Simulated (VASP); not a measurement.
The system is C.

```
C
1.0
    -2.28128    2.28128    2.05004
     2.28128   -2.28128    2.05004
     2.28128    2.28128   -2.05004
C
8
Direct
  0.75543 0.11320 0.23211
  0.88109 0.52332 0.76789
  0.11320 0.75543 0.23211
  0.47668 0.24457 0.35776
  0.88680 0.11891 0.64224
  0.52332 0.88109 0.76789
  0.24457 0.47668 0.35776
  0.11891 0.88680 0.64224
```

The cell was built from a structure type or drawn by symmetry, and may not be a known phase.

- Program: VASP 6.6.1
- Task: relaxation of cell and atoms
- Functional: PBE
- Potentials or basis: VASP PAW PBE potentials, release 64 (C)
- Cutoff: 600 eV
- k mesh: 6 × 6 × 6
- Occupations: gaussian, width 0.1 eV
- Spin: no spin polarisation

At the start: pressure 72.0 GPa; volume 5.33 Å³/atom.

Problem. How do energy, volume and symmetry change on relaxing?

Solution. Over 11 steps the energy falls by 185.2 meV/atom and the volume is 6.24 Å³/atom (+17.0 %); space group I-42m (No. 121, to 0.1 Å) before and after.

Step by step:
```tsv
step	energy change (eV)	largest force (eV/Å)	pressure (GPa)	volume (Å³)
1	0.0000	1.0581	71.96	42.68
2	0.8395	2.1857	-46.00	59.21
3	-1.3060	1.3802	1.80	48.99
4	-1.3090	1.3324	3.83	48.73
5	-1.2906	1.3520	-4.81	51.28
6	-1.4572	0.2681	-1.54	49.92
7	-1.4773	0.1498	1.38	49.68
8	-1.4776	0.1471	1.76	49.65
9	-1.4793	0.1862	-0.74	49.97
10	-1.4810	0.0793	0.27	49.84
11	-1.4816	0.0229	-0.25	49.95
```

Final structure:
```
C
1.0
    -2.40783    2.40783    2.15393
     2.40783   -2.40783    2.15393
     2.40783    2.40783   -2.15393
C
8
Cartesian
  -0.9735 2.0934 1.3942
  0.9735 2.7223 1.3942
  2.0934 -0.9735 1.3942
  0.3145 1.4343 0.7597
  -0.3145 3.3814 0.7597
  2.7223 0.9735 1.3942
  1.4343 0.3145 0.7597
  3.3814 -0.3145 0.7597
```

Caveat: the volume moved by over 15 % at a fixed basis, so the end points are rough.
